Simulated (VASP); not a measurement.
# TaN (P-6m2) in VASP: further runs, part 3 of 3

VASP 6.6.1. The steps go on from the part before.

### 5 Vibrations by perturbation theory, LDA

This run uses another cell than the first one, of 10.32 Å³/atom.

Contents of INCAR:

```
SYSTEM = TaN
PREC     = Accurate       ! precision mode
ENCUT    = 520            ! plane-wave cutoff, eV
EDIFF    = 1E-8           ! SCF threshold, eV
ISMEAR   = -1             ! smearing method
SIGMA    = 0.15           ! smearing width, eV
LREAL    = .False.        ! projectors in reciprocal space
LASPH    = .True.         ! aspherical terms in the spheres
NELM     = 100            ! most SCF steps
ALGO     = Normal         ! electronic algorithm
ISIF     = 2              ! what is computed and relaxed
LWAVE    = .False.        ! write WAVECAR
LCHARG   = .False.        ! write CHGCAR
GGA      = CA             ! functional
NBANDS   = 15             ! bands
IBRION   = 8              ! ionic algorithm
NSW      = 1              ! ionic steps
```

Contents of KPOINTS:

```
regular mesh
0
Gamma
  18 18 14
  0 0 0
```

Contents of POSCAR:

```
TaN
1.0
    2.8962744801      0.0000000000      0.0000000000
   -1.4481372401      2.5082472761      0.0000000000
    0.0000000000      0.0000000000      2.8423998627
Ta N
1 1
Direct
    0.3333333333      0.6666666667      0.5000000000
    0.0000000000      0.0000000000      0.0000000000
```

Potentials or basis: VASP PAW LDA potentials, release 64 (Ta_pv, N).

On the command line:

```console
cat potpaw_LDA.64/Ta_pv/POTCAR potpaw_LDA.64/N/POTCAR > POTCAR
mpirun -np 1 vasp_std > vasp.out
```

OUTCAR:

```text
SYSTEM = TaN
   PREC = Accurate
   ENCUT = 520
   EDIFF = 1E-8
   ISMEAR = -1
   LREAL = .False.
   LASPH = .True.
   NELM = 100
   ISIF = 2
   GGA = CA
   IBRION = 8
   NSW = 1

 ion  position               nearest neighbor table
   1  0.333  0.667  0.500-   2 2.19   2 2.19   2 2.19   2 2.19   2 2.19   2 2.19
   2  0.000  0.000  0.000-   1 2.19   1 2.19   1 2.19   1 2.19   1 2.19   1 2.19

  LATTYP: Found a hexagonal cell.
 ALAT       =     2.8962744801
 C/A-ratio  =     0.9813986493

  Lattice vectors:

 A1 = (   2.8962744801,   0.0000000000,   0.0000000000)
 A2 = (  -1.4481372401,   2.5082472761,   0.0000000000)
 A3 = (   0.0000000000,   0.0000000000,   2.8423998627)

Analysis of symmetry for initial positions (statically):
=====================================================================
 Subroutine PRICEL returns:
 Original cell was already a primitive cell.

 Routine SETGRP: Setting up the symmetry group for a
 hexagonal supercell.

 Subroutine GETGRP returns: Found 12 space group operations
 (whereof 12 operations were pure point group operations)
 out of a pool of 24 trial point group operations.

The static configuration has the point symmetry D_3h.

Analysis of symmetry for dynamics (positions and initial velocities):
=====================================================================
 Subroutine PRICEL returns:
 Original cell was already a primitive cell.

 Routine SETGRP: Setting up the symmetry group for a
 hexagonal supercell.

 Subroutine GETGRP returns: Found 12 space group operations
 (whereof 12 operations were pure point group operations)
 out of a pool of 24 trial point group operations.

The dynamic configuration has the point symmetry D_3h.

 Subroutine INISYM returns: Found 12 space group operations
 (whereof 12 operations are pure point group operations),
 and found     1 'primitive' translations

----------------------------------------------------------------------------------------

                                     Primitive cell

  volume of cell :      20.6488

  direct lattice vectors                    reciprocal lattice vectors
     2.896274480  0.000000000  0.000000000     0.345271143  0.199342387  0.000000000
    -1.448137240  2.508247276  0.000000000     0.000000000  0.398684775  0.000000000
     0.000000000  0.000000000  2.842399863     0.000000000  0.000000000  0.351815384

  length of vectors
     2.896274480  2.896274480  2.842399863     0.398684775  0.398684775  0.351815384

  position of ions in fractional coordinates (direct lattice)
     0.333333333  0.666666667  0.500000000
     0.000000000  0.000000000  0.000000000

  ion indices of the primitive-cell ions
   primitive index   ion index
                 1           1
[... 133 lines left out ...]
      2     -25.6463      2.00000
      3     -25.6463      2.00000
      4      -9.2913      2.00000
      5       3.8370      2.00000
      6       3.8370      2.00000
      7       4.1693      2.00000
      8       5.6499      2.00000
      9      11.2663      0.00000
     10      12.3539      0.00000
     11      12.3539      0.00000
     12      12.7550      0.00000
     13      12.7550      0.00000
     14      21.1175      0.00000
[... 401 lines left out ...]
      2     -26.0066      2.00000
      3     -25.7639      2.00000
      4      -6.7557      2.00000
      5       0.2984      2.00000
      6       3.2366      2.00000
      7       4.2137      2.00000
      8       6.2039      2.00000
      9      10.9431      0.00000
     10      11.8200      0.00000
     11      13.4350      0.00000
     12      14.9052      0.00000
     13      17.7291      0.00000
     14      21.0621      0.00000
     15      21.3879      0.00000

 [... further k-points ...]
[... 5 lines left out ...]
  --------------------------------------------------------------------------------------
  -------------------------------------------------------------------------------------
  Total        0.7757282      0.7757282      0.8051499     -0.0000000      0.0000000      0.0000000
  in kB       60.1900790     60.1900790     62.4729577     -0.0000000      0.0000000      0.0000000
  external PRESSURE =      60.9510385 kB  Pullay stress =       0.0000000 kB

 VOLUME and BASIS-vectors are now :
 -----------------------------------------------------------------------------
  energy-cutoff  :      520.00
  volume of cell :       20.65
      direct lattice vectors                 reciprocal lattice vectors
     2.896274480  0.000000000  0.000000000     0.345271143  0.199342387  0.000000000
    -1.448137240  2.508247276  0.000000000     0.000000000  0.398684775  0.000000000
     0.000000000  0.000000000  2.842399863     0.000000000  0.000000000  0.351815384

 POSITION                                       TOTAL-FORCE (eV/Angst)
 -----------------------------------------------------------------------------------
     -0.00000      1.67216      1.42120         0.000000      0.000000      0.000000
      0.00000      0.00000      0.00000        -0.000000      0.000000      0.000000
 -----------------------------------------------------------------------------------
    total drift:                                0.000000     -0.000000     -0.000000

  FREE ENERGIE OF THE ION-ELECTRON SYSTEM (eV)
  ---------------------------------------------------
  free  energy   TOTEN  =       -24.7156667779 eV

  energy  without entropy=      -24.7048459673  energy(sigma->0) =      -24.71025637

[... ionic steps 2 to 3 ...]

--------------------------------------- Ionic step        4  -------------------------------------------

------------------------ aborting loop because EDIFF is reached ----------------------------------------
[... 11 lines left out ...]
[... ionic steps 8 to 8 ...]

--------------------------------------- Ionic step        9  -------------------------------------------

 Free energy of the ion-electron system (eV)
  ---------------------------------------------------
  ---------------------------------------------------
  free energy    TOTEN  =        -0.23149381 eV

  energy without entropy =       -0.23149381

------------------------ aborting loop because EDIFF is reached ----------------------------------------

 INTERNAL STRAIN TENSOR  FOR ION    2  DIRECTION 3   (eV/Angst):
 -----------------------------------------------------------------------------
     0.00332 -0.00000 -0.00000
    -0.00000  0.00332  0.00000
    -0.00000  0.00000  0.00954

 INTERNAL STRAIN TENSOR FOR ION    2 for displacements in x,y,z  (eV/Angst):
          X           Y           Z          XY          YZ          ZX
  --------------------------------------------------------------------------------
  x     0.00000    -0.00000    -0.00000    -3.34644     0.00000     0.00000
  y    -3.34644     3.34644     0.00000    -0.00000     0.00000     0.00000
  z     0.00000     0.00000     0.00000     0.00000    -0.00000     0.00000

 SECOND DERIVATIVES (NOT SYMMETRIZED)
 ------------------------------------
               1X          1Y          1Z          2X          2Y          2Z
  1X   -14.674530    0.000000    0.000000   14.674530   -0.000000    0.000000
  1Y     0.000000  -14.674530    0.000000   -0.000000   14.674530    0.000000
  1Z     0.000000    0.000000  -16.423925    0.000000    0.000000   16.423925
  2X    14.675624   -0.000000    0.000000  -14.675624    0.000000    0.000000
  2Y    -0.000000   14.675624    0.000000    0.000000  -14.675624    0.000000
  2Z     0.000000   -0.000000   16.430732    0.000000    0.000000  -16.430732

 Eigenvectors and eigenvalues of the dynamical matrix
 ----------------------------------------------------

   1 f  =   17.578298 THz   110.447701 2PiTHz  586.348890 cm-1    72.697964 meV
             X         Y         Z           dx          dy          dz
     -0.000000  1.672165  1.421200     0.000000    0.000000   -0.267939
      0.000000  0.000000  0.000000     0.000000    0.000000    0.963436
[... 21 lines left out ...]
   6 f/i=    0.000940 THz     0.005907 2PiTHz    0.031360 cm-1     0.003888 meV
             X         Y         Z           dx          dy          dz
     -0.000000  1.672165  1.421200    -0.000000    0.000000    0.963436
      0.000000  0.000000  0.000000    -0.000000    0.000000    0.267939

--------------------------------------------------------------------------------------------------------

 ELASTIC MODULI CONTR FROM IONIC RELAXATION (kBar)
 Direction    XX          YY          ZZ          XY          YZ          ZX
 --------------------------------------------------------------------------------
 XX         -39.8025     39.8025      0.0000      0.0000      0.0000      0.0000
 YY          39.8025    -39.8025      0.0000      0.0000     -0.0000      0.0000
 ZZ           0.0000     -0.0000     -0.0000     -0.0000      0.0000      0.0000
 XY           0.0000      0.0000     -0.0000    -39.8025      0.0000      0.0000
 YZ           0.0000     -0.0000      0.0000      0.0000     -0.0000      0.0000
 ZX           0.0000      0.0000      0.0000      0.0000      0.0000      0.0000
 --------------------------------------------------------------------------------
```

It took 17 min on 1 thread of AMD EPYC 9R45 (Zen 5), shared host; peak memory 0.85 GiB.

Results:

| Item | Value |
| --- | --- |
| Highest phonon frequency at Γ | 586 cm⁻¹ |

Phonon frequencies in cm⁻¹ (negative: imaginary):
| q point | frequencies |
| --- | --- |
| (0.000, 0.000, 0.000) | 0 0 0 554 554 586 |

Caveat: the cell stands under pressure or tension, which shifts response properties; spin-orbit coupling is left out, which moves the levels of the heavy elements.
